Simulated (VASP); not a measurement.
# Au (Im-3m) in VASP: further runs

Runs on Au. Level: LDA. Tasks: single point.

Program: VASP 6.6.1. These are calculated values, not measurements. Logs are shortened: lines on timing, memory, paths and dates and some standing lists are left out, and cuts for length are marked.

## Step 1: The cell of the first run

The structure is cubic, space group Im-3m (No. 229). The conventional cell has a = 3.055 Å, b = 3.055 Å, c = 3.055 Å, α = 90.00°, β = 90.00°, γ = 90.00°. Au (site symmetry m-3m) has 14 Au at 2.65 to 3.06 Å within 3.5 Å.

This isn't the form of Au at room conditions, which is fcc.

## Step 2: Single point, LDA

Input file INCAR:

```
SYSTEM = Au
ALGO = Normal
EDIFF = 1E-6
ENCUT = 500
GGA = CA
GGA_COMPAT = .FALSE.
ISIF = 2
ISMEAR = -1
LASPH = .TRUE.
LCHARG = .FALSE.
LREAL = .FALSE.
LWAVE = .FALSE.
NBANDS = 12
NELM = 120
PREC = Accurate
SIGMA = 0.05
```

Input file KPOINTS:

```
k-points
0
G
  20 20 20
  0 0 0
```

Input file POSCAR:

```
Au
1.0
   -1.5277182775      1.5277182775      1.5277182775
    1.5277182775     -1.5277182775      1.5277182775
    1.5277182775      1.5277182775     -1.5277182775
Au
1
Direct
    0.0000000000      0.0000000000      0.0000000000
```

Potentials or basis: VASP PAW LDA potentials, release 64 (Au).

On the command line:

```
cat potpaw_LDA.64/Au/POTCAR > POTCAR
mpirun -np 1 vasp_std > vasp.out
```

OUTCAR:

```text
SYSTEM = Au
   EDIFF = 1E-6
   ENCUT = 500
   GGA = CA
   ISIF = 2
   ISMEAR = -1
   LASPH = .TRUE.
   LREAL = .FALSE.
   NELM = 120
   PREC = Accurate

 ion  position               nearest neighbor table
   1  0.000  0.000  0.000-

  LATTYP: Found a body centered cubic cell.
 ALAT       =     3.0554365550

  Lattice vectors:

 A1 = (  -1.5277182775,   1.5277182775,   1.5277182775)
 A2 = (   1.5277182775,  -1.5277182775,   1.5277182775)
 A3 = (   1.5277182775,   1.5277182775,  -1.5277182775)

Analysis of symmetry for initial positions (statically):
=====================================================================
 Subroutine PRICEL returns:
 Original cell was already a primitive cell.

 Routine SETGRP: Setting up the symmetry group for a
 body centered cubic supercell.

 Subroutine GETGRP returns: Found 48 space group operations
 (whereof 48 operations were pure point group operations)
 out of a pool of 48 trial point group operations.

The static configuration has the point symmetry O_h .

Analysis of symmetry for dynamics (positions and initial velocities):
=====================================================================
 Subroutine PRICEL returns:
 Original cell was already a primitive cell.

 Routine SETGRP: Setting up the symmetry group for a
 body centered cubic supercell.

 Subroutine GETGRP returns: Found 48 space group operations
 (whereof 48 operations were pure point group operations)
 out of a pool of 48 trial point group operations.

The dynamic configuration has the point symmetry O_h .

 Subroutine INISYM returns: Found 48 space group operations
 (whereof 48 operations are pure point group operations),
 and found     1 'primitive' translations

----------------------------------------------------------------------------------------

                                     Primitive cell

  volume of cell :      14.2623

  direct lattice vectors                    reciprocal lattice vectors
    -1.527718277  1.527718277  1.527718277     0.000000000  0.327285474  0.327285474
     1.527718277 -1.527718277  1.527718277     0.327285474  0.000000000  0.327285474
     1.527718277  1.527718277 -1.527718277     0.327285474  0.327285474  0.000000000

  length of vectors
     2.646085676  2.646085676  2.646085676     0.462851556  0.462851556  0.462851556

  position of ions in fractional coordinates (direct lattice)
     0.000000000  0.000000000  0.000000000

  ion indices of the primitive-cell ions
   primitive index   ion index
                 1           1

----------------------------------------------------------------------------------------

 KPOINTS: k-points

Automatic generation of k-mesh.
 Grid dimensions read from file:
 generate k-points for:   20   20   20

 Generating k-lattice:

  Cartesian coordinates                     Fractional coordinates (reciprocal lattice)
     0.000000000  0.016364274  0.016364274     0.050000000  0.000000000  0.000000000
     0.016364274  0.000000000  0.016364274     0.000000000  0.050000000  0.000000000
     0.016364274  0.016364274  0.000000000     0.000000000  0.000000000  0.050000000

  Length of vectors
     0.023142578  0.023142578  0.023142578

  Shift w.r.t. Gamma in fractional coordinates (k-lattice)
     0.000000000  0.000000000  0.000000000

 Subroutine IBZKPT returns following result:
 ===========================================

 Found    256 irreducible k-points:

 Following reciprocal coordinates:
            Coordinates               Weight
  0.000000  0.000000  0.000000      1.000000
  0.050000  0.000000  0.000000     12.000000
  0.100000  0.000000  0.000000     12.000000
  0.150000  0.000000  0.000000     12.000000
  0.200000  0.000000  0.000000     12.000000
  0.250000  0.000000  0.000000     12.000000
[... 16 lines left out ...]
  0.200000  0.100000 -0.000000     48.000000
  0.250000  0.100000  0.000000     48.000000
 [... further k-points ...]
   k-points           NKPTS =    256   k-points in BZ     NKDIM =    256   number of bands    NBANDS=     12
   number of dos      NEDOS =    301   number of ions     NIONS =      1
   total plane-waves  NPLWV =   8000
   dimension x,y,z NGX =    20 NGY =   20 NGZ =   20
   dimension x,y,z NGXF=    40 NGYF=   40 NGZF=   40
   ions per type =               1
   NGX,Y,Z   is equivalent  to a cutoff of  12.57, 12.57, 12.57 a.u.
   NGXF,Y,Z  is equivalent  to a cutoff of  25.13, 25.13, 25.13 a.u.
 SYSTEM =  Au
   PREC   = accura    normal or accurate (medium, high low for compatibility)
   ISTART =      0    job   : 0-new  1-cont  2-samecut
   ICHARG =      2    charge: 1-file 2-atom 10-const
   ISPIN  =      1    spin polarized calculation?
   LNONCOLLINEAR =      F non collinear calculations
   LSORBIT =      F    spin-orbit coupling
   LASPH  =      T    aspherical Exc in radial PAW
   ENCUT  =  500.0 eV  36.75 Ry    6.06 a.u.   4.82  4.82  4.82*2*pi/ulx,y,z
   NELM   =    120;   NELMIN=  2; NELMDL= -5     # of ELM steps
   EDIFF  = 0.1E-05   stopping-criterion for ELM
   LREAL  =      F    real-space projection
   EDIFFG = 0.1E-04   stopping-criterion for IOM
   NSW    =      0    number of steps for IOM
   IBRION =     -1    ionic relax: 0-MD 1-quasi-New 2-CG
   NFREE  =      0    steps in history (QN), initial steepest desc. (CG)
   ISIF   =      2    stress and relaxation
   ISYM   =      2    0-nonsym 1-usesym 2-fastsym
   POTIM  = 0.5000    time-step for ionic-motion
   TEBEG  =    0.0;   TEEND  =   0.0 temperature during run
   PSTRESS=    0.0 pullay stress
   NELECT =      11.0000    total number of electrons
   NUPDOWN=      -1.0000    fix difference up-down
   EMIN   =  10.00;   EMAX   =-10.00  energy-range for DOS
   EFERMI =   0.00;   METHOD = LEGACY
   ISMEAR =    -1;   SIGMA  =   0.05  broadening in eV -4-tet -1-fermi 0-gaus
   EFERMI_NEDOS =   21; number of points for ismear=-14 and -15
   IALGO  =     38    algorithm
   IMIX   =      4    mixing-type and parameters
     AMIX     =   0.40;   BMIX     =  1.00
     AMIX_MAG =   1.60;   BMIX_MAG =  1.00
  volume/ion in A,a.u.               =      14.26        96.25
  Fermi-wavevector in a.u.,A,eV,Ry     =   1.501329  2.837100 30.667367  2.253988
  Thomas-Fermi vector in A             =   2.612713
   LORBIT       =      0    0 simple, 1 ext, 2 COOP (PROOUT), +10 PAW based schemes
   GGA     = CA    functional components
   LHFCALC =     F    Hartree Fock is set to
   AEXX    =    0.0000 exact exchange contribution
   IVDW    =     0    specifies the selected vdW correction
   LEPSILON=     F    determine dielectric tensor
   LRPA    =     F    only Hartree local field effects (RPA)
 non-spin polarized calculation
  energy-cutoff  :      500.00
  volume of cell :       14.26
 maximum number of plane-waves:       372
   NGX =  9   NGY =  9   NGZ =  9

 number of electron      11.0000002 magnetization

 Free energy of the ion-electron system (eV)
  ---------------------------------------------------
  ext. energy  EPLUGINS =         0.00000000
  ---------------------------------------------------
  free energy    TOTEN  =        -4.13456782 eV

  energy without entropy =       -4.13287257  energy(sigma->0) =       -4.13372019

 E-fermi :  12.6221     XC(G=0): -14.0381

 val. band max:       12.5597728720   @ k =  -0.4500   0.5000   0.0500
 cond. band min:      12.6496976908   @ k =  -0.3000   0.4500   0.1000
 fundamental gap:      0.0899248188
 Fermi energy:        12.6221069558

 k-point     1 :       0.0000    0.0000    0.0000
  band No.  band energies     occupation
      1       0.6702      2.00000
      2       6.5901      2.00000
      3       6.5901      2.00000
      4       6.5901      2.00000
      5       9.1911      2.00000
      6       9.1911      2.00000
      7      28.9246      0.00000
      8      28.9246      0.00000
      9      28.9246      0.00000
     10      39.7080      0.00000
     11      39.7080      0.00000
     12      40.2982      0.00000

 k-point     2 :       0.0500    0.0000    0.0000
  band No.  band energies     occupation
      1       0.7800      2.00000
      2       6.5482      2.00000
      3       6.5917      2.00000
      4       6.6768      2.00000
      5       9.1362      2.00000
      6       9.1939      2.00000
      7      28.9779      0.00000
      8      29.0149      0.00000
      9      29.0846      0.00000
     10      37.9582      0.00000
     11      38.5538      0.00000
     12      39.9925      0.00000

 k-point     3 :       0.1000    0.0000    0.0000
  band No.  band energies     occupation
      1       1.1014      2.00000
      2       6.4287      2.00000
      3       6.5921      2.00000
      4       6.9336      2.00000
      5       8.9984      2.00000
      6       9.2035      2.00000
      7      29.0799      0.00000
      8      29.1787      0.00000
      9      29.5555      0.00000
     10      36.2983      0.00000
     11      36.8037      0.00000
     12      39.0733      0.00000
[... 286 lines left out ...]
 k-point    23 :       0.2000    0.1000   -0.0000
  band No.  band energies     occupation
      1       3.1501      2.00000
      2       5.8540      2.00000
      3       6.3809      2.00000
      4       8.6034      2.00000
      5       9.0361      2.00000
      6       9.4306      2.00000
      7      26.2100      0.00000
      8      27.7443      0.00000
      9      31.1433      0.00000
     10      31.9967      0.00000
     11      35.9660      0.00000
     12      37.8471      0.00000

 k-point    24 :       0.2500    0.1000    0.0000
  band No.  band energies     occupation
      1       3.6141      2.00000
      2       5.6367      2.00000
      3       6.7102      2.00000
      4       8.6889      2.00000
      5       9.4481      2.00000
      6       9.9347      2.00000
      7      24.0364      0.00000
      8      26.8710      0.00000
      9      30.0469      0.00000
     10      33.0252      0.00000
     11      36.9500      0.00000
     12      37.7735      0.00000

 [... further k-points ...]

------------------------ aborting loop because EDIFF is reached ----------------------------------------

  FORCE on cell =-STRESS in cart. coord.  units (eV):
  Direction    XX          YY          ZZ          XY          YZ          ZX
  --------------------------------------------------------------------------------------
  -------------------------------------------------------------------------------------
  Total        4.0934379      4.0934379      4.0934379     -0.0000000     -0.0000000     -0.0000000
  in kB      459.8423561    459.8423561    459.8423561     -0.0000000     -0.0000000     -0.0000000
  external PRESSURE =     459.8423561 kB  Pullay stress =       0.0000000 kB

 VOLUME and BASIS-vectors are now :
 -----------------------------------------------------------------------------
  energy-cutoff  :      500.00
  volume of cell :       14.26
      direct lattice vectors                 reciprocal lattice vectors
    -1.527718277  1.527718277  1.527718277     0.000000000  0.327285474  0.327285474
     1.527718277 -1.527718277  1.527718277     0.327285474  0.000000000  0.327285474
     1.527718277  1.527718277 -1.527718277     0.327285474  0.327285474  0.000000000

 POSITION                                       TOTAL-FORCE (eV/Angst)
 -----------------------------------------------------------------------------------
      0.00000      0.00000      0.00000         0.000000      0.000000     -0.000000
 -----------------------------------------------------------------------------------
    total drift:                                0.000000     -0.000000      0.000000

  FREE ENERGIE OF THE ION-ELECTRON SYSTEM (eV)
  ---------------------------------------------------
  free  energy   TOTEN  =        -4.1345678172 eV

  energy  without entropy=       -4.1328725690  energy(sigma->0) =       -4.13372019
```

Wall time 12 s (1 thread of Intel Xeon 6975P-C (Granite Rapids), shared host); peak memory 0.15 GiB.

What came out:

| Quantity | Value |
| --- | --- |
| Free energy | -4.1346 eV |
| Pressure | 46.0 GPa |
| Band gap on the k mesh | zero (an odd number of electrons rules out a gap without spin polarisation) |

Levels at points of the mesh, in eV from the Fermi level:
| k point | band 3 | band 4 | band 5 | band 6 | band 7 | band 8 | band 9 | band 10 |
| --- | --- | --- | --- | --- | --- | --- | --- | --- |
| (0.00, 0.00, 0.00) | -6.03 | -6.03 | -3.43 | -3.43 | 16.30 | 16.30 | 16.30 | 27.09 |
| (0.50, 0.00, 0.00) | -3.60 | -3.10 | -1.49 | -1.26 | 4.78 | 12.26 | 15.14 | 23.69 |
| (0.50, 0.50, 0.50) | -1.81 | -1.81 | -1.81 | 6.42 | 6.42 | 6.42 | 12.07 | 18.32 |

Caveat: the cell stands under pressure; spin-orbit coupling is left out, which moves the levels of the heavy elements.

## Step 3: Single point, LDA

This run uses another cell than the first one, of 14.83 Å³/atom.

Input file INCAR:

```
SYSTEM = Au
PREC = Accurate
ENCUT = 500
EDIFF = 1E-6
ISMEAR = -1
SIGMA = 0.05
LREAL = .FALSE.
LASPH = .TRUE.
NELM = 120
ALGO = Normal
ISIF = 2
LWAVE = .FALSE.
LCHARG = .FALSE.
GGA = CA
NBANDS = 12
GGA_COMPAT = .FALSE.
```

Input file KPOINTS:

```
regular mesh
0
G
  20 20 20
  0 0 0
```

Input file POSCAR:

```
Au
1.0
   -1.5477772693      1.5477772693      1.5477772693
    1.5477772693     -1.5477772693      1.5477772693
    1.5477772693      1.5477772693     -1.5477772693
Au
1
Direct
    0.0000000000      0.0000000000      0.0000000000
```

Potentials or basis: VASP PAW LDA potentials, release 64 (Au).

On the command line:

```
cat potpaw_LDA.64/Au/POTCAR > POTCAR
mpirun -np 1 vasp_std > vasp.out
```

Wall time 14 s (1 thread of Intel Xeon 6975P-C (Granite Rapids), shared host); peak memory 0.15 GiB.

The run converged. Its results:

```yaml
Free_energy: -4.2704 eV
Pressure: 30.8 GPa
Band_gap_on_the_k_mesh: zero (an odd number of electrons rules out a gap without spin polarisation)
```

Levels at points of the mesh, in eV from the Fermi level:
| k point | band 4 | band 5 | band 6 | band 7 | band 8 | band 9 |
| --- | --- | --- | --- | --- | --- | --- |
| (0.00, 0.00, 0.00) | -5.75 | -3.30 | -3.30 | 16.38 | 16.38 | 16.38 |
| (0.50, 0.00, 0.00) | -3.00 | -1.30 | -1.28 | 4.49 | 12.31 | 14.85 |
| (0.50, 0.50, 0.50) | -1.79 | -1.79 | 6.39 | 6.39 | 6.39 | 11.52 |

Caveat: the cell stands under pressure; spin-orbit coupling is left out, which moves the levels of the heavy elements.
